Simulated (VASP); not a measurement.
Set up this calculation in VASP 6.6.1, as the native input.

```yaml
Task: single point
Functional: PBE
Potentials_or_basis: VASP PAW PBE potentials, release 64 (K_sv, Mg, F)
Cutoff: 520 eV
k_mesh: 6 × 6 × 6
Occupations: gaussian, width 0.02 eV
Spin: no spin polarisation
Dipole_correction: no
Further_INCAR_settings: ALGO = Normal; EDIFF = 1e-06; NBANDS = 24
```

The structure of KMgF3 lies in POSCAR:

```
KMgF3
1.0
    4.1337004409      0.0000000000      0.0000000000
    0.0000000000      4.1337004409      0.0000000000
    0.0000000000      0.0000000000      4.1337004409
K Mg F
1 1 3
Direct
    0.5000000000      0.5000000000      0.5000000000
    0.0000000000      0.0000000000      0.0000000000
    0.5000000000      0.0000000000      0.0000000000
    0.0000000000      0.5000000000      0.0000000000
    0.0000000000      0.0000000000      0.5000000000
```

This cell differs from its parent crystal: volume scaled by 1.06.

The input as run:

INCAR

```
PREC = Accurate
ENCUT = 520
EDIFF = 1E-6
ISMEAR = 0
SIGMA = 0.02
LREAL = F
LASPH = T
NELM = 80
ALGO = Normal
ISIF = 2
LWAVE = F
LCHARG = T
GGA = PE
LELF = T
LVHAR = T
NBANDS = 24
```

KPOINTS

```
Automatic mesh
0
Gamma
  6 6 6
```

Potentials or basis: VASP PAW PBE potentials, release 64 (K_sv, Mg, F).

Command:

```bash
$ cat potpaw_PBE.64/K_sv/POTCAR potpaw_PBE.64/Mg/POTCAR potpaw_PBE.64/F/POTCAR > POTCAR
$ mpirun -np 1 vasp_std > vasp.out
```

It gave:

| Item | Value |
| --- | --- |
| Pressure | -3.8 GPa |
| Band gap on the k mesh | 6.53 eV, indirect (least direct gap 6.84 eV) |

It took 13 s on 1 thread of Intel(R) Xeon(R) 6975P-C (Granite Rapids) (shared host), peak memory 0.19 GiB.
